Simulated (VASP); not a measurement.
# C in VASP: single point with PBE

Aim: the single point of C with PBE.

Program: VASP 6.6.1. These are calculated values, not measurements. Logs are shortened: lines on timing, memory, paths and dates and some standing lists are left out, and cuts for length are marked.

## Step 1: The cell of the first run

The cell holds a slab with vacuum, 4 atoms: a = 2.456 Å, b = 2.456 Å, c = 24.134 Å, α = 90.00°, β = 90.00°, γ = 120.00°.

## Step 2: Single point, PBE (one atom moved)

Contents of INCAR:

```
SYSTEM = C
ALGO = Normal ; EDIFF = 1E-7
ENCUT = 520 ; GGA = PE
ISIF = 2 ; ISMEAR = 0
LASPH = .True. ; LCHARG = .True.
LELF = .True. ; LREAL = .False.
LVHAR = .True. ; LWAVE = .False.
NBANDS = 16 ; NELM = 60
PREC = Accurate ; SIGMA = 0.1
```

Contents of KPOINTS:

```
k-points
0
Gamma
  18 18 2
  0 0 0
```

Contents of POSCAR:

```
C
1.0
    2.4562275060      0.0000000000      0.0000000000
   -1.2281137530      2.1271554177      0.0000000000
    0.0000000000      0.0000000000     24.1339601687
C
4
Direct
    0.0352583546      0.0705167092      0.5704687700
    0.0000000000      0.0000000000      0.4295312300
    0.3333333300      0.6666666700      0.4295245600
    0.6666666700      0.3333333300      0.5704754400
```

Potentials or basis: VASP PAW PBE potentials, release 64 (C).

On the command line:

```
$ cat potpaw_PBE.64/C/POTCAR > POTCAR
$ mpirun -np 1 vasp_std > vasp.out
```

OUTCAR:

```text
SYSTEM = C
   EDIFF = 1E-7
   ENCUT = 520
   GGA = PE
   ISIF = 2
   ISMEAR = 0
   LASPH = .True.
   LREAL = .False.
   NELM = 60
   PREC = Accurate

 ion  position               nearest neighbor table
   1  0.035  0.071  0.570-   4 1.35   4 1.35   4 1.57
   2  0.000  0.000  0.430-   3 1.42   3 1.42   3 1.42
   3  0.333  0.667  0.430-   2 1.42   2 1.42   2 1.42
   4  0.667  0.333  0.570-   1 1.35   1 1.35   1 1.57

  LATTYP: Found a hexagonal cell.
 ALAT       =     2.4562275060
 C/A-ratio  =     9.8256208392

  Lattice vectors:

 A1 = (   2.4562275060,   0.0000000000,   0.0000000000)
 A2 = (  -1.2281137530,   2.1271554177,   0.0000000000)
 A3 = (   0.0000000000,   0.0000000000,  24.1339601687)

Analysis of symmetry for initial positions (statically):
=====================================================================
 Subroutine PRICEL returns:
 Original cell was already a primitive cell.

 Routine SETGRP: Setting up the symmetry group for a
 hexagonal supercell.

 Subroutine GETGRP returns: Found  2 space group operations
 (whereof  2 operations were pure point group operations)
 out of a pool of 24 trial point group operations.

The static configuration has the point symmetry C_1h.

Analysis of symmetry for dynamics (positions and initial velocities):
=====================================================================
 Subroutine PRICEL returns:
 Original cell was already a primitive cell.

 Routine SETGRP: Setting up the symmetry group for a
 hexagonal supercell.

 Subroutine GETGRP returns: Found  2 space group operations
 (whereof  2 operations were pure point group operations)
 out of a pool of 24 trial point group operations.

The dynamic configuration has the point symmetry C_1h.

 Subroutine INISYM returns: Found  2 space group operations
 (whereof  2 operations are pure point group operations),
 and found     1 'primitive' translations

----------------------------------------------------------------------------------------

                                     Primitive cell

  volume of cell :     126.0946

  direct lattice vectors                    reciprocal lattice vectors
     2.456227506  0.000000000  0.000000000     0.407128410  0.235055697  0.000000000
    -1.228113753  2.127155418  0.000000000     0.000000000  0.470111395  0.000000000
     0.000000000  0.000000000 24.133960169     0.000000000  0.000000000  0.041435388

  length of vectors
     2.456227506  2.456227506 24.133960169     0.470111395  0.470111395  0.041435388

  position of ions in fractional coordinates (direct lattice)
     0.035258355  0.070516709  0.570468770
     0.000000000  0.000000000  0.429531230
     0.333333330  0.666666670  0.429524560
     0.666666670  0.333333330  0.570475440

  ion indices of the primitive-cell ions
   primitive index   ion index
                 1           1
                 2           2
                 3           3
                 4           4

----------------------------------------------------------------------------------------

 KPOINTS: k-points

Automatic generation of k-mesh.
 Grid dimensions read from file:
 generate k-points for:   18   18    2

 Generating k-lattice:

  Cartesian coordinates                     Fractional coordinates (reciprocal lattice)
     0.022618245  0.013058650  0.000000000     0.055555556  0.000000000  0.000000000
     0.000000000  0.026117300  0.000000000     0.000000000  0.055555556  0.000000000
     0.000000000  0.000000000  0.020717694     0.000000000  0.000000000  0.500000000

  Length of vectors
     0.026117300  0.026117300  0.020717694

  Shift w.r.t. Gamma in fractional coordinates (k-lattice)
     0.000000000  0.000000000  0.000000000

 Subroutine IBZKPT returns following result:
 ===========================================

 Found    182 irreducible k-points:

 Following reciprocal coordinates:
            Coordinates               Weight
  0.000000  0.000000  0.000000      1.000000
  0.055556 -0.000000  0.000000      4.000000
  0.000000  0.055556  0.000000      2.000000
  0.111111 -0.000000  0.000000      4.000000
  0.000000  0.111111  0.000000      2.000000
  0.166667  0.000000  0.000000      4.000000
[... 16 lines left out ...]
 -0.055556  0.166667  0.000000      4.000000
 -0.166667  0.111111  0.000000      4.000000
 [... further k-points ...]
   k-points           NKPTS =    182   k-points in BZ     NKDIM =    182   number of bands    NBANDS=     16
   number of dos      NEDOS =    301   number of ions     NIONS =      4
   total plane-waves  NPLWV =  58320
   dimension x,y,z NGX =    18 NGY =   18 NGZ =  180
   dimension x,y,z NGXF=    36 NGYF=   36 NGZF=  360
   ions per type =               4
   NGX,Y,Z   is equivalent  to a cutoff of  12.18, 12.18, 12.40 a.u.
   NGXF,Y,Z  is equivalent  to a cutoff of  24.37, 24.37, 24.80 a.u.
 SYSTEM =  C
   PREC   = accura    normal or accurate (medium, high low for compatibility)
   ISTART =      0    job   : 0-new  1-cont  2-samecut
   ICHARG =      2    charge: 1-file 2-atom 10-const
   ISPIN  =      1    spin polarized calculation?
   LNONCOLLINEAR =      F non collinear calculations
   LSORBIT =      F    spin-orbit coupling
   LASPH  =      T    aspherical Exc in radial PAW
   ENCUT  =  520.0 eV  38.22 Ry    6.18 a.u.   4.57  4.57 44.87*2*pi/ulx,y,z
   NELM   =     60;   NELMIN=  2; NELMDL= -5     # of ELM steps
   EDIFF  = 0.1E-06   stopping-criterion for ELM
   LREAL  =      F    real-space projection
   EDIFFG = 0.1E-05   stopping-criterion for IOM
   NSW    =      0    number of steps for IOM
   IBRION =     -1    ionic relax: 0-MD 1-quasi-New 2-CG
   NFREE  =      0    steps in history (QN), initial steepest desc. (CG)
   ISIF   =      2    stress and relaxation
   ISYM   =      2    0-nonsym 1-usesym 2-fastsym
   POTIM  = 0.5000    time-step for ionic-motion
   TEBEG  =    0.0;   TEEND  =   0.0 temperature during run
   PSTRESS=    0.0 pullay stress
   NELECT =      16.0000    total number of electrons
   NUPDOWN=      -1.0000    fix difference up-down
   EMIN   =  10.00;   EMAX   =-10.00  energy-range for DOS
   EFERMI =   0.00;   METHOD = LEGACY
   ISMEAR =     0;   SIGMA  =   0.10  broadening in eV -4-tet -1-fermi 0-gaus
   EFERMI_NEDOS =   21; number of points for ismear=-14 and -15
   IALGO  =     38    algorithm
   IMIX   =      4    mixing-type and parameters
     AMIX     =   0.40;   BMIX     =  1.00
     AMIX_MAG =   1.60;   BMIX_MAG =  1.00
  volume/ion in A,a.u.               =      31.52       212.73
  Fermi-wavevector in a.u.,A,eV,Ry     =   0.822652  1.554586  9.207823  0.676756
  Thomas-Fermi vector in A             =   1.934024
   LORBIT       =      0    0 simple, 1 ext, 2 COOP (PROOUT), +10 PAW based schemes
   GGA     = PE    functional components
   LHFCALC =     F    Hartree Fock is set to
   AEXX    =    0.0000 exact exchange contribution
   IVDW    =     0    specifies the selected vdW correction
   LEPSILON=     F    determine dielectric tensor
   LRPA    =     F    only Hartree local field effects (RPA)
 non-spin polarized calculation
 Gauss-broadening in eV      SIGMA  =   0.10
  energy-cutoff  :      520.00
  volume of cell :      126.09
 maximum number of plane-waves:      3452
   NGX =  9   NGY =  9   NGZ = 89

 number of electron      15.9999998 magnetization

 Free energy of the ion-electron system (eV)
  ---------------------------------------------------
  ext. energy  EPLUGINS =         0.00000000
  ---------------------------------------------------
  free energy    TOTEN  =       -36.32694299 eV

  energy without entropy =      -36.32624612  energy(sigma->0) =      -36.32659456

 E-fermi :  -1.7613     XC(G=0):  -3.2400

 val. band max:       -1.7640136243   @ k =   0.3333   0.3333   0.5000
 cond. band min:      -1.7585483758   @ k =   0.3333   0.3333   0.0000
 fundamental gap:      0.0054652484
 Fermi energy:        -1.7613025969

 k-point     1 :       0.0000    0.0000    0.0000
  band No.  band energies     occupation
      1     -21.4149      2.00000
      2     -21.2765      2.00000
      3      -9.8836      2.00000
      4      -8.9840      2.00000
      5      -6.9005      2.00000
      6      -4.7826      2.00000
[... 8 lines left out ...]
     15       5.0848      0.00000
     16       5.1436      0.00000

 k-point     2 :       0.0556   -0.0000    0.0000
  band No.  band energies     occupation
      1     -21.3417      2.00000
      2     -21.2043      2.00000
      3      -9.7938      2.00000
      4      -8.8966      2.00000
      5      -7.0955      2.00000
      6      -5.0814      2.00000
[... 8 lines left out ...]
     15       5.1802      0.00000
     16       5.2445      0.00000

 k-point     3 :       0.0000    0.0556    0.0000
  band No.  band energies     occupation
      1     -21.3408      2.00000
      2     -21.2028      2.00000
      3      -9.7969      2.00000
      4      -8.9003      2.00000
      5      -6.9938      2.00000
      6      -5.0817      2.00000
[... 8 lines left out ...]
     15       5.1815      0.00000
     16       5.2459      0.00000

 k-point     4 :       0.1111   -0.0000    0.0000
  band No.  band energies     occupation
      1     -21.1225      2.00000
      2     -20.9880      2.00000
      3      -9.5250      2.00000
      4      -8.6352      2.00000
      5      -7.6485      2.00000
      6      -5.9031      2.00000
[... 8 lines left out ...]
     15       5.4664      0.00000
     16       5.5473      0.00000

 k-point     5 :       0.0000    0.1111    0.0000
  band No.  band energies     occupation
      1     -21.1191      2.00000
      2     -20.9823      2.00000
      3      -9.5379      2.00000
      4      -8.6508      2.00000
      5      -7.2519      2.00000
      6      -5.9033      2.00000
[... 8 lines left out ...]
     15       5.4690      0.00000
     16       5.5541      0.00000

 k-point     6 :       0.1667    0.0000    0.0000
  band No.  band energies     occupation
      1     -20.7586      2.00000
      2     -20.6286      2.00000
      3      -9.0798      2.00000
      4      -8.4878      2.00000
      5      -8.2028      2.00000
      6      -7.0836      2.00000
[... 8 lines left out ...]
     15       5.9345      0.00000
     16       6.0491      0.00000

 k-point     7 :       0.0000    0.1667    0.0000
  band No.  band energies     occupation
      1     -20.7509      2.00000
      2     -20.6161      2.00000
      3      -9.1112      2.00000
      4      -8.2400      2.00000
      5      -7.6208      2.00000
      6      -7.0840      2.00000
[... 8 lines left out ...]
     15       5.9227      0.00000
     16       6.0589      0.00000

 k-point     8 :       0.2222   -0.0000    0.0000
  band No.  band energies     occupation
      1     -20.2522      2.00000
      2     -20.1280      2.00000
      3      -9.5387      2.00000
      4      -8.4688      2.00000
      5      -8.4602      2.00000
      6      -7.6052      2.00000
[... 8 lines left out ...]
     15       6.1141      0.00000
     16       6.3420      0.00000

 k-point     9 :       0.0000    0.2222    0.0000
  band No.  band energies     occupation
      1     -20.2386      2.00000
      2     -20.1068      2.00000
      3      -8.5264      2.00000
      4      -8.4661      2.00000
      5      -8.0368      2.00000
      6      -7.6772      2.00000
[... 8 lines left out ...]
     15       6.2831      0.00000
     16       6.3893      0.00000
[... 172 lines left out ...]
 k-point    19 :       0.0000    0.5000    0.0000
  band No.  band energies     occupation
      1     -16.5004      2.00000
      2     -16.0659      2.00000
      3     -15.0582      2.00000
      4     -13.8758      2.00000
      5      -9.2976      2.00000
      6      -8.1968      2.00000
[... 8 lines left out ...]
     15       9.9774      0.00000
     16      10.0461      0.00000

 k-point    20 :       0.0556    0.0556    0.0000
  band No.  band energies     occupation
      1     -21.1938      2.00000
      2     -21.0572      2.00000
      3      -9.6207      2.00000
      4      -8.7298      2.00000
      5      -7.2819      2.00000
      6      -5.6146      2.00000
[... 8 lines left out ...]
     15       5.3737      0.00000
     16       5.4497      0.00000

 k-point    21 :      -0.1111    0.0556    0.0000
  band No.  band energies     occupation
      1     -21.1964      2.00000
      2     -21.0614      2.00000
      3      -9.6114      2.00000
      4      -8.7184      2.00000
      5      -7.5439      2.00000
      6      -5.6144      2.00000
[... 8 lines left out ...]
     15       5.3695      0.00000
     16       5.4449      0.00000

 k-point    22 :       0.1111    0.0556    0.0000
  band No.  band energies     occupation
      1     -20.9013      2.00000
      2     -20.7681      2.00000
      3      -9.2671      2.00000
      4      -8.3871      2.00000
      5      -7.9351      2.00000
      6      -6.5623      2.00000
[... 8 lines left out ...]
     15       5.7540      0.00000
     16       5.8547      0.00000

 k-point    23 :      -0.0556    0.1667    0.0000
  band No.  band energies     occupation
      1     -20.8988      2.00000
      2     -20.7638      2.00000
      3      -9.2775      2.00000
      4      -8.3993      2.00000
      5      -7.6118      2.00000
      6      -6.5626      2.00000
[... 8 lines left out ...]
     15       5.7520      0.00000
     16       5.8594      0.00000

 k-point    24 :      -0.1667    0.1111    0.0000
  band No.  band energies     occupation
      1     -20.9058      2.00000
      2     -20.7748      2.00000
      3      -9.2514      2.00000
      4      -8.3676      2.00000
      5      -8.2604      2.00000
      6      -6.5622      2.00000
[... 8 lines left out ...]
     15       5.7486      0.00000
     16       5.8467      0.00000

 [... further k-points ...]
[... 5 lines left out ...]
  --------------------------------------------------------------------------------------
  -------------------------------------------------------------------------------------
  Total        4.4271742      0.9286670      0.3131885      0.0000000     -0.0109194      0.0000000
  in kB       56.2523650     11.7997871      3.9794220      0.0000000     -0.1387435      0.0000000
  external PRESSURE =      24.0105247 kB  Pullay stress =       0.0000000 kB

 VOLUME and BASIS-vectors are now :
 -----------------------------------------------------------------------------
  energy-cutoff  :      520.00
  volume of cell :      126.09
      direct lattice vectors                 reciprocal lattice vectors
     2.456227506  0.000000000  0.000000000     0.407128410  0.235055697  0.000000000
    -1.228113753  2.127155418  0.000000000     0.000000000  0.470111395  0.000000000
     0.000000000  0.000000000 24.133960169     0.000000000  0.000000000  0.041435388

 POSITION                                       TOTAL-FORCE (eV/Angst)
 -----------------------------------------------------------------------------------
      0.00000      0.15000     13.76767        -0.000000     -6.735304      0.047076
      0.00000      0.00000     10.36629        -0.000000     -0.006724     -0.046814
     -0.00000      1.41810     10.36613        -0.000000      0.010222     -0.051679
      1.22811      0.70905     13.76783         0.000000      6.731806      0.051418
 -----------------------------------------------------------------------------------
    total drift:                               -0.000001      0.000062     -0.000114

  FREE ENERGIE OF THE ION-ELECTRON SYSTEM (eV)
  ---------------------------------------------------
  free  energy   TOTEN  =       -36.3269429950 eV

  energy  without entropy=      -36.3262461168  energy(sigma->0) =      -36.32659456
```

Wall time 7 min (1 thread of AMD EPYC 7R13 (Zen 3), shared host); peak memory 0.38 GiB.

What came out:

* Free energy: -36.3269 eV
* Largest force: 6.735 eV/Å

Forces in eV/Å, atoms in the order of the input:
```
C    0.000 -6.735  0.047
C    0.000 -0.007 -0.047
C    0.000  0.010 -0.052
C    0.000  6.732  0.051
```

Caveat: the cell differs from its parent crystal (one atom moved); there is no dipole correction, which matters where the two faces differ.
